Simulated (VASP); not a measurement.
# OsPd (Pm-3m) in VASP: a series of runs

Runs on OsPd. Level: r2SCAN. Tasks: single point, relaxation of cell and atoms.

Program: VASP 6.6.1. These are calculated values, not measurements. Logs are shortened: lines on timing, memory, paths and dates and some standing lists are left out, and cuts for length are marked.

## Step 1: The cell of the first run

It takes space group Pm-3m (No. 221, cubic). Conventional cell: a = 3.047 Å, b = 3.047 Å, c = 3.047 Å, α = 90.00°, β = 90.00°, γ = 90.00°. Within 3.5 Å of Pd (site symmetry m-3m) lie 8 Os at 2.64 Å and 6 Pd at 3.05 Å. Within 3.5 Å of Os (site symmetry m-3m) lie 8 Pd at 2.64 Å and 6 Os at 3.05 Å.

## Step 2: Single point, r2SCAN

File POSCAR:

```
OsPd
1.0
    3.0474099161      0.0000000000      0.0000000000
    0.0000000000      3.0474099161      0.0000000000
    0.0000000000      0.0000000000      3.0474099161
Pd Os
1 1
Direct
    0.5000000000      0.5000000000      0.5000000000
    0.0000000000      0.0000000000      0.0000000000
```

File INCAR.step1:

```
SYSTEM = OsPd
PREC = Accurate ; ENCUT = 520
ISMEAR = 0 ; SIGMA = 0.1
LREAL = .FALSE. ; LASPH = .TRUE.
NELM = 60 ; NBANDS = 16
GGA = PE ; ALGO = Normal
EDIFF = 1E-4 ; LWAVE = .TRUE.
LCHARG = .FALSE.
```

File INCAR.step2:

```
SYSTEM = OsPd
PREC = Accurate ; ENCUT = 520
EDIFF = 1E-6 ; ISMEAR = 0
SIGMA = 0.1 ; LREAL = .FALSE.
LASPH = .TRUE. ; NELM = 60
ALGO = Normal ; ISIF = 2
LWAVE = .FALSE. ; LCHARG = .FALSE.
METAGGA = R2SCAN ; LMIXTAU = .TRUE.
NBANDS = 16 ; ISTART = 1
```

File KPOINTS:

```
Automatic mesh
0
G
  6 6 6
  0 0 0
```

Potentials or basis: VASP PAW PBE potentials, release 64 (Pd, Os).

On the command line:

```bash
> cat potpaw_PBE.64/Pd/POTCAR potpaw_PBE.64/Os/POTCAR > POTCAR
> cp INCAR.step1 INCAR
> mpirun -np 1 vasp_std > vasp.out
> cp INCAR.step2 INCAR
> mpirun -np 1 vasp_std > vasp.out
```

OUTCAR:

```text
SYSTEM = OsPd
   PREC = Accurate
   ENCUT = 520
   EDIFF = 1E-6
   ISMEAR = 0
   LREAL = .FALSE.
   LASPH = .TRUE.
   NELM = 60
   ISIF = 2
   METAGGA = R2SCAN
   ISTART = 1

 ion  position               nearest neighbor table
   1  0.500  0.500  0.500-   2 2.64   2 2.64   2 2.64   2 2.64   2 2.64   2 2.64   2 2.64   2 2.64

   2  0.000  0.000  0.000-   1 2.64   1 2.64   1 2.64   1 2.64   1 2.64   1 2.64   1 2.64   1 2.64

  LATTYP: Found a simple cubic cell.
 ALAT       =     3.0474099161

  Lattice vectors:

 A1 = (   3.0474099161,   0.0000000000,   0.0000000000)
 A2 = (   0.0000000000,   3.0474099161,   0.0000000000)
 A3 = (   0.0000000000,   0.0000000000,   3.0474099161)

Analysis of symmetry for initial positions (statically):
=====================================================================
 Subroutine PRICEL returns:
 Original cell was already a primitive cell.

 Routine SETGRP: Setting up the symmetry group for a
 simple cubic supercell.

 Subroutine GETGRP returns: Found 48 space group operations
 (whereof 48 operations were pure point group operations)
 out of a pool of 48 trial point group operations.

The static configuration has the point symmetry O_h .

Analysis of symmetry for dynamics (positions and initial velocities):
=====================================================================
 Subroutine PRICEL returns:
 Original cell was already a primitive cell.

 Routine SETGRP: Setting up the symmetry group for a
 simple cubic supercell.

 Subroutine GETGRP returns: Found 48 space group operations
 (whereof 48 operations were pure point group operations)
 out of a pool of 48 trial point group operations.

The dynamic configuration has the point symmetry O_h .

 Subroutine INISYM returns: Found 48 space group operations
 (whereof 48 operations are pure point group operations),
 and found     1 'primitive' translations

----------------------------------------------------------------------------------------

                                     Primitive cell

  volume of cell :      28.3004

  direct lattice vectors                    reciprocal lattice vectors
     3.047409916  0.000000000  0.000000000     0.328147518  0.000000000  0.000000000
     0.000000000  3.047409916  0.000000000     0.000000000  0.328147518  0.000000000
     0.000000000  0.000000000  3.047409916     0.000000000  0.000000000  0.328147518

  length of vectors
     3.047409916  3.047409916  3.047409916     0.328147518  0.328147518  0.328147518

  position of ions in fractional coordinates (direct lattice)
     0.500000000  0.500000000  0.500000000
     0.000000000  0.000000000  0.000000000

  ion indices of the primitive-cell ions
   primitive index   ion index
                 1           1
                 2           2

----------------------------------------------------------------------------------------

 KPOINTS: Automatic mesh

Automatic generation of k-mesh.
 Grid dimensions read from file:
 generate k-points for:    6    6    6

 Generating k-lattice:

  Cartesian coordinates                     Fractional coordinates (reciprocal lattice)
     0.054691253  0.000000000  0.000000000     0.166666667  0.000000000  0.000000000
     0.000000000  0.054691253  0.000000000     0.000000000  0.166666667  0.000000000
     0.000000000  0.000000000  0.054691253     0.000000000  0.000000000  0.166666667

  Length of vectors
     0.054691253  0.054691253  0.054691253

  Shift w.r.t. Gamma in fractional coordinates (k-lattice)
     0.000000000  0.000000000  0.000000000

 Subroutine IBZKPT returns following result:
 ===========================================

 Found     20 irreducible k-points:

 Following reciprocal coordinates:
            Coordinates               Weight
  0.000000  0.000000  0.000000      1.000000
  0.166667  0.000000  0.000000      6.000000
  0.333333  0.000000  0.000000      6.000000
  0.500000  0.000000  0.000000      3.000000
  0.166667  0.166667  0.000000     12.000000
  0.333333  0.166667  0.000000     24.000000
[... 12 lines left out ...]
  0.500000  0.500000  0.333333      6.000000
  0.500000  0.500000  0.500000      1.000000
   k-points           NKPTS =     20   k-points in BZ     NKDIM =     20   number of bands    NBANDS=     16
   number of dos      NEDOS =    301   number of ions     NIONS =      2
   total plane-waves  NPLWV =  13824
   dimension x,y,z NGX =    24 NGY =   24 NGZ =   24
   dimension x,y,z NGXF=    48 NGYF=   48 NGZF=   48
   ions per type =               1   1
   NGX,Y,Z   is equivalent  to a cutoff of  13.09, 13.09, 13.09 a.u.
   NGXF,Y,Z  is equivalent  to a cutoff of  26.19, 26.19, 26.19 a.u.
 SYSTEM =  OsPd
   PREC   = accura    normal or accurate (medium, high low for compatibility)
   ISTART =      1    job   : 0-new  1-cont  2-samecut
   ICHARG =      0    charge: 1-file 2-atom 10-const
   ISPIN  =      1    spin polarized calculation?
   LNONCOLLINEAR =      F non collinear calculations
   LSORBIT =      F    spin-orbit coupling
   LASPH  =      T    aspherical Exc in radial PAW
   ENCUT  =  520.0 eV  38.22 Ry    6.18 a.u.   5.67  5.67  5.67*2*pi/ulx,y,z
   NELM   =     60;   NELMIN=  2; NELMDL=  0     # of ELM steps
   EDIFF  = 0.1E-05   stopping-criterion for ELM
   LREAL  =      F    real-space projection
[... 7 lines left out ...]
   TEBEG  =    0.0;   TEEND  =   0.0 temperature during run
   PSTRESS=    0.0 pullay stress
   NELECT =      18.0000    total number of electrons
   NUPDOWN=      -1.0000    fix difference up-down
   EMIN   =  10.00;   EMAX   =-10.00  energy-range for DOS
   EFERMI =   0.00;   METHOD = LEGACY
   ISMEAR =     0;   SIGMA  =   0.10  broadening in eV -4-tet -1-fermi 0-gaus
   EFERMI_NEDOS =   21; number of points for ismear=-14 and -15
   IALGO  =     38    algorithm
   IMIX   =      4    mixing-type and parameters
     AMIX     =   0.40;   BMIX     =  1.00
     AMIX_MAG =   1.60;   BMIX_MAG =  1.00
  volume/ion in A,a.u.               =      14.15        95.49
  Fermi-wavevector in a.u.,A,eV,Ry     =   1.407888  2.660523 26.968771  1.982149
  Thomas-Fermi vector in A             =   2.530102
   LORBIT       =      0    0 simple, 1 ext, 2 COOP (PROOUT), +10 PAW based schemes
   METAGGA = R2SCAN    functional components
   LHFCALC =     F    Hartree Fock is set to
   AEXX    =    0.0000 exact exchange contribution
   IVDW    =     0    specifies the selected vdW correction
   LEPSILON=     F    determine dielectric tensor
   LRPA    =     F    only Hartree local field effects (RPA)
 non-spin polarized calculation
 Gauss-broadening in eV      SIGMA  =   0.10
  energy-cutoff  :      520.00
  volume of cell :       28.30
 maximum number of plane-waves:       772
 NGX is ok and might be reduce to    24
   NGX = 11   NGY = 11   NGZ = 11

 number of electron      17.9999992 magnetization

 Free energy of the ion-electron system (eV)
  ---------------------------------------------------
  ext. energy  EPLUGINS =         0.00000000
  ---------------------------------------------------
  free energy    TOTEN  =       -74.45909910 eV

  energy without entropy =      -74.45338852  energy(sigma->0) =      -74.45624381

 E-fermi :   9.8547     XC(G=0): -14.9597

 val. band max:        9.7629773763   @ k =   0.5000   0.5000   0.1667
 cond. band min:       9.9122577646   @ k =   0.3333   0.1667   0.1667
 fundamental gap:      0.1492803882
 Fermi energy:         9.8546955834

 k-point     1 :       0.0000    0.0000    0.0000
  band No.  band energies     occupation
      1       0.1863      2.00000
      2       2.9614      2.00000
      3       2.9614      2.00000
      4       6.0981      2.00000
      5       6.0981      2.00000
      6       6.0981      2.00000
[... 8 lines left out ...]
     15      27.9086      0.00000
     16      28.6124      0.00000

 k-point     2 :       0.1667    0.0000    0.0000
  band No.  band energies     occupation
      1       0.8140      2.00000
      2       3.2727      2.00000
      3       3.3978      2.00000
      4       6.0954      2.00000
      5       6.0954      2.00000
      6       6.3129      2.00000
[... 8 lines left out ...]
     15      28.0113      0.00000
     16      28.5715      0.00000

 k-point     3 :       0.3333    0.0000    0.0000
  band No.  band energies     occupation
      1       2.4236      2.00000
      2       4.1585      2.00000
      3       4.2783      2.00000
      4       6.1896      2.00000
      5       6.1896      2.00000
      6       6.8566      2.00000
[... 8 lines left out ...]
     15      27.2617      0.00000
     16      27.3950      0.00000

 k-point     4 :       0.5000    0.0000    0.0000
  band No.  band energies     occupation
      1       3.7564      2.00000
      2       4.4834      2.00000
      3       5.1800      2.00000
      4       5.9971      2.00000
      5       6.3502      2.00000
      6       6.3502      2.00000
[... 8 lines left out ...]
     15      27.2034      0.00000
     16      27.8312      0.00000

 k-point     5 :       0.1667    0.1667    0.0000
  band No.  band energies     occupation
      1       1.3696      2.00000
      2       3.5564      2.00000
      3       3.8062      2.00000
      4       5.6663      2.00000
      5       6.0377      2.00000
      6       6.8027      2.00000
[... 8 lines left out ...]
     15      27.8366      0.00000
     16      28.5402      0.00000

 k-point     6 :       0.3333    0.1667    0.0000
  band No.  band energies     occupation
      1       2.6617      2.00000
      2       4.0721      2.00000
      3       4.7869      2.00000
      4       5.4901      2.00000
      5       6.1084      2.00000
      6       6.6172      2.00000
[... 8 lines left out ...]
     15      26.3573      0.00000
     16      27.4482      0.00000
[... 191 lines left out ...]
 k-point    17 :       0.3333    0.3333    0.3333
  band No.  band energies     occupation
      1       4.0899      2.00000
      2       4.7888      2.00000
      3       4.7888      2.00000
      4       5.2014      2.00000
      5       5.6461      2.00000
      6       5.6461      2.00000
[... 8 lines left out ...]
     15      22.6338      0.00000
     16      24.6995      0.00000

 k-point    18 :       0.5000    0.3333    0.3333
  band No.  band energies     occupation
      1       4.0514      2.00000
      2       4.3189      2.00000
      3       4.9274      2.00000
      4       5.2639      2.00000
      5       5.9636      2.00000
      6       6.4520      2.00000
[... 8 lines left out ...]
     15      21.3596      0.00000
     16      22.8205      0.00000

 k-point    19 :       0.5000    0.5000    0.3333
  band No.  band energies     occupation
      1       4.3489      2.00000
      2       4.6510      2.00000
      3       4.6510      2.00000
      4       4.7641      2.00000
      5       6.6011      2.00000
      6       6.6011      2.00000
[... 8 lines left out ...]
     15      22.2914      0.00000
     16      23.3048      0.00000

 k-point    20 :       0.5000    0.5000    0.5000
  band No.  band energies     occupation
      1       4.9961      2.00000
      2       4.9961      2.00000
      3       4.9961      2.00000
      4       5.6211      2.00000
      5       5.6211      2.00000
      6       5.6211      2.00000
[... 8 lines left out ...]
     15      19.3407      0.00000
     16      22.2954      0.00000

------------------------ aborting loop because EDIFF is reached ----------------------------------------

  FORCE on cell =-STRESS in cart. coord.  units (eV):
  Direction    XX          YY          ZZ          XY          YZ          ZX
  --------------------------------------------------------------------------------------
  -------------------------------------------------------------------------------------
  Total        1.5503329      1.5503329      1.5503329      0.0000000      0.0000000      0.0000000
  in kB       87.7693570     87.7693570     87.7693570      0.0000000      0.0000000      0.0000000
  external PRESSURE =      87.7693570 kB  Pullay stress =       0.0000000 kB

 VOLUME and BASIS-vectors are now :
 -----------------------------------------------------------------------------
  energy-cutoff  :      520.00
  volume of cell :       28.30
      direct lattice vectors                 reciprocal lattice vectors
     3.047409916  0.000000000  0.000000000     0.328147518  0.000000000  0.000000000
     0.000000000  3.047409916  0.000000000     0.000000000  0.328147518  0.000000000
     0.000000000  0.000000000  3.047409916     0.000000000  0.000000000  0.328147518

 POSITION                                       TOTAL-FORCE (eV/Angst)
 -----------------------------------------------------------------------------------
      1.52370      1.52370      1.52370         0.000000      0.000000      0.000000
      0.00000      0.00000      0.00000         0.000000      0.000000      0.000000
 -----------------------------------------------------------------------------------
    total drift:                                0.000000      0.000000     -0.000000

  FREE ENERGIE OF THE ION-ELECTRON SYSTEM (eV)
  ---------------------------------------------------
  free  energy   TOTEN  =       -74.4590990968 eV

  energy  without entropy=      -74.4533885246  energy(sigma->0) =      -74.45624381
```

Wall time 25 s (1 thread of AMD EPYC 7R13 (Zen 3), shared host); peak memory 0.12 GiB.

What came out:

```
Free energy            : -74.4591 eV
Pressure               : 8.8 GPa
Band gap on the k mesh : zero (bands 9 and 10 overlap by 1.97 eV)
```

Caveat: the cell stands under pressure; the PAW data sets were made with another functional, which shifts forces and pressure a little; spin-orbit coupling is left out, which moves the levels of the heavy elements.

## Step 3: Single point, r2SCAN

This run uses another cell than the first one, of 14.52 Å³/atom.

File POSCAR:

```
OsPd
1.0
    3.0735378976      0.0000000000      0.0000000000
    0.0000000000      3.0735378976      0.0000000000
    0.0000000000      0.0000000000      3.0735378976
Pd Os
1 1
Direct
    0.5000000000      0.5000000000      0.5000000000
    0.0000000000      0.0000000000      0.0000000000
```

File INCAR.step1:

```
  ALGO = Normal
  EDIFF = 1E-4
  ENCUT = 520
  GGA = PE
  ISMEAR = 0
  LASPH = T
  LCHARG = F
  LREAL = F
  LWAVE = T
  NBANDS = 16
  NELM = 100
  PREC = Accurate
  SIGMA = 0.1
```

File INCAR.step2:

```
  ALGO = Normal
  EDIFF = 1E-6
  ENCUT = 520
  ISIF = 2
  ISMEAR = 0
  ISTART = 1
  LASPH = T
  LCHARG = T
  LELF = T
  LMIXTAU = T
  LREAL = F
  LVHAR = T
  LWAVE = F
  METAGGA = R2SCAN
  NBANDS = 16
  NELM = 100
  PREC = Accurate
  SIGMA = 0.1
```

File KPOINTS:

```
k-points
0
Gamma
  6 6 6
```

Potentials or basis: VASP PAW PBE potentials, release 64 (Pd, Os).

On the command line:

```bash
> cat potpaw_PBE.64/Pd/POTCAR potpaw_PBE.64/Os/POTCAR > POTCAR
> cp INCAR.step1 INCAR
> mpirun -np 1 vasp_std > vasp.out
> cp INCAR.step2 INCAR
> mpirun -np 1 vasp_std > vasp.out
```

It took 29 s on 1 thread of AMD EPYC 7R13 (Zen 3), shared host; peak memory 0.12 GiB.

It converged, with:

```yaml
Free_energy: -74.4807 eV
Pressure: 0.7 GPa
Band_gap_on_the_k_mesh: zero (bands 9 and 10 overlap by 1.88 eV)
```

Levels at points of the mesh, in eV from the Fermi level:
| k point | band 5 | band 6 | band 7 | band 8 | band 9 | band 10 | band 11 | band 12 | band 13 | band 14 |
| --- | --- | --- | --- | --- | --- | --- | --- | --- | --- | --- |
| (0.00, 0.00, 0.00) | -3.62 | -3.62 | -0.77 | -0.77 | 1.47 | 1.47 | 1.47 | 9.00 | 9.00 | 9.00 |
| (0.50, 0.00, 0.00) | -3.38 | -3.38 | -2.52 | -1.79 | -1.79 | -0.11 | -0.10 | 2.08 | 16.56 | 17.13 |
| (0.50, 0.50, 0.00) | -1.68 | -1.35 | -0.38 | 0.63 | 0.63 | 1.30 | 1.81 | 1.81 | 7.44 | 10.54 |
| (0.50, 0.50, 0.50) | -4.07 | -4.07 | -1.62 | -1.62 | 1.42 | 1.42 | 7.49 | 8.25 | 9.30 | 9.30 |

Caveat: the PAW data sets were made with another functional, which shifts forces and pressure a little; spin-orbit coupling is left out, which moves the levels of the heavy elements.

(Continued in part 2 of 2.)

The gap in the log of VASP goes by the Fermi energy; the results here count the filled bands.